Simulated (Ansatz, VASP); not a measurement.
**Na3N2: VASP beside Ansatz**

Contents of INCAR:

```
PREC = Accurate
ENCUT = 520
EDIFF = 1E-6
ISMEAR = 0
SIGMA = 0.1
LREAL = F
LASPH = T
NELM = 100
ALGO = Normal
ISIF = 2
LWAVE = F
LCHARG = F
GGA = PE
NBANDS = 24
```

Contents of KPOINTS:

```
Automatic mesh
0
Gamma
  15 15 4
```

Contents of POSCAR:

```
Na3N2
1.0
    3.3436974417      0.0000000000      0.0000000000
   -1.6718487208      2.8957269271      0.0000000000
    0.0000000000      0.0000000000     10.3407119545
Na N
3 2
Direct
    0.0000000000      0.0000000000      0.1546073816
    0.0000000000      0.0000000000      0.8453926184
    0.0000000000      0.0000000000      0.5000000000
    0.3333333333      0.6666666667      0.0000000000
    0.6666666667      0.3333333333      0.0000000000
```

Input for Ansatz:

```yaml
crystal:
  lattice:
    - [3.3436974417, 0.0, 0.0]
    - [-1.6718487208, 2.8957269271, 0.0]
    - [0.0, 0.0, 10.3407119545]
  atoms:
    - { symbol: Na, position: [0.0, 0.0, 0.1546073816] }
    - { symbol: Na, position: [0.0, 0.0, 0.8453926184] }
    - { symbol: Na, position: [0.0, 0.0, 0.5] }
    - { symbol: "N", position: [0.3333333333, 0.6666666667, 0.0] }
    - { symbol: "N", position: [0.6666666667, 0.3333333333, 0.0] }
basis:
  ecutwfc: 420
kpoints:
  mp_grid: { grid: [15, 15, 4] }
  band_path:
    path:
      - [[0.0, 0.0, 0.0], [0.5, 0.0, 0.0], [0.33333333, 0.33333333, 0.0], [0.0, 0.0, 0.0], [0.0, 0.0, 0.5], [0.5, 0.0, 0.5], [0.33333333, 0.33333333, 0.5], [0.0, 0.0, 0.5]]
      - [[0.5, 0.0, 0.5], [0.5, 0.0, 0.0]]
      - [[0.33333333, 0.33333333, 0.5], [0.33333333, 0.33333333, 0.0]]
    npoints: 14
hamiltonian:
  xc: pbe
scf:
  occupations: { method: gaussian, width: 0.1 }
  n_extra_bands: 12
output:
  forces: true
  stress: true
  eigenvalues: true
  populations: true
  dos: { projected: true, de: 0.02, nscf_kmesh: { grid: [23, 23, 6] } }
  bader: true
```

Alike in both runs: task single point; functional PBE; k mesh 15 × 15 × 4; occupations gaussian, width 0.1 eV; no spin polarisation.

```csv
,VASP,Ansatz
version,VASP 6.6.1,Ansatz 0.2.0
potentials or method,"VASP PAW PBE potentials, release 64 (Na_pv, N), cutoff 520 eV","scalar-relativistic, plane waves, PAW"
valence electrons in the cell,31,37
```

VASP gave:

```
gap on the k mesh at the Fermi level (eV) : none
pressure (GPa)                            : 0.0
rms of the force components (eV/Å)        : 0.003
```

Problem. Which values does Ansatz return?

Solution. gap on the k mesh at the Fermi level (eV): none; pressure (GPa): 0.0; rms of the force components (eV/Å): 0.001.

Atom by atom the forces differ by 0.004 eV/Å (rms over components). A gap of «none» marks a metal or a gap that the smearing closes. VASP's potentials hold 31 valence electrons a cell and Ansatz's 37, so a difference there can come from the potentials and not from the codes.
